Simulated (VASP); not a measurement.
MoPt, 2 atoms in the cell. The structure is hexagonal, space group P-6m2 (No. 187). The conventional cell has a = 2.768 Å, b = 2.768 Å, c = 4.441 Å, α = 90.00°, β = 90.00°, γ = 120.00°. Within 3.6 Å of Mo (site symmetry -6m2) lie 6 Pt at 2.74 Å and 6 Mo at 2.77 Å. Pt (site symmetry -6m2) has 6 Mo at 2.74 Å and 6 Pt at 2.77 Å within 3.6 Å. 

```yaml
Program: VASP 6.6.1
Task: single point
Functional: LDA
Potentials_or_basis: VASP PAW LDA potentials, release 64 (Mo_sv, Pt_sv_GW)
Cutoff: 570 eV
k_mesh: 8 × 8 × 5
Occupations: fermi-dirac, width 0.1 eV
Spin: no spin polarisation
Dipole_correction: no
Further_INCAR_settings: ALGO = Normal; EDIFF = 1e-06; NBANDS = 23
```

Potentials or basis: VASP PAW LDA potentials, release 64 (Mo_sv, Pt_sv_GW).

Command:

```bash
$ cat potpaw_LDA.64/Mo_sv/POTCAR potpaw_LDA.64/Pt_sv_GW/POTCAR > POTCAR
$ mpirun -np 1 vasp_std > vasp.out
```

Hardware: 1 thread of AMD EPYC 7R13 Processor (Zen 3) (shared host).

Question: How long does it take, and how much memory?

Answer: It took 25 s on 1 thread of AMD EPYC 7R13 Processor (Zen 3) (shared host), peak memory 0.13 GiB. Counts: scf iterations 15, k points 30.
